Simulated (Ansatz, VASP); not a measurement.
# Te3W in VASP and in Ansatz

Contents of INCAR:

```
SYSTEM = Te3W
ALGO = Normal
EDIFF = 1E-6
ENCUT = 520
GGA = PE
ISIF = 2
ISMEAR = -1
LASPH = .TRUE.
LCHARG = .FALSE.
LREAL = .FALSE.
LWAVE = .FALSE.
NBANDS = 24
NELM = 60
PREC = Accurate
SIGMA = 0.15
```

Contents of KPOINTS:

```
k-points
0
G
  8 8 8
  0 0 0
```

Contents of POSCAR:

```
Te3W
1.0
    5.4049488949      0.0000000000      0.0000000000
    0.0000000000      5.4049488949      0.0000000000
    0.0000000000      0.0000000000      5.4049488949
Te W
3 1
Direct
    0.0000000000      0.0000000000      0.5000000000
    0.0000000000      0.5000000000      0.0000000000
    0.5000000000      0.0000000000      0.0000000000
    0.0000000000      0.0000000000      0.0000000000
```

Input for Ansatz:

```yaml
crystal:
  lattice:
    - [5.4049488949, 0.0, 0.0]
    - [0.0, 5.4049488949, 0.0]
    - [0.0, 0.0, 5.4049488949]
  atoms:
    - { symbol: Te, position: [0.0, 0.0, 0.5] }
    - { symbol: Te, position: [0.0, 0.5, 0.0] }
    - { symbol: Te, position: [0.5, 0.0, 0.0] }
    - { symbol: W, position: [0.0, 0.0, 0.0] }
basis:
  ecutwfc: 420
kpoints:
  mp_grid: { grid: [8, 8, 8] }
hamiltonian:
  xc: pbe
scf:
  occupations: { method: fermi_dirac, width: 0.15 }
output:
  forces: true
  stress: true
  eigenvalues: true
```

Alike in both runs: task single point; functional PBE; k mesh 8 × 8 × 8; occupations fermi-dirac, width 0.15 eV; no spin polarisation.

|  | VASP | Ansatz |
| --- | --- | --- |
| version | VASP 6.6.1 | Ansatz 0.2.0 |
| potentials or method | VASP PAW PBE potentials, release 64 (Te, W_sv), cutoff 520 eV | scalar-relativistic, plane waves, PAW |
| valence electrons in the cell | 32 | 62 |

```csv
,VASP,Ansatz,Ansatz less VASP
gap on the k mesh at the Fermi level (eV),none,none,-
pressure (GPa),-1.0,-1.0,+0.03
```

A gap of «none» marks a metal or a gap that the smearing closes. VASP's potentials hold 32 valence electrons a cell and Ansatz's 62, so a difference there can come from the potentials and not from the codes.

Spin-orbit coupling is off throughout.
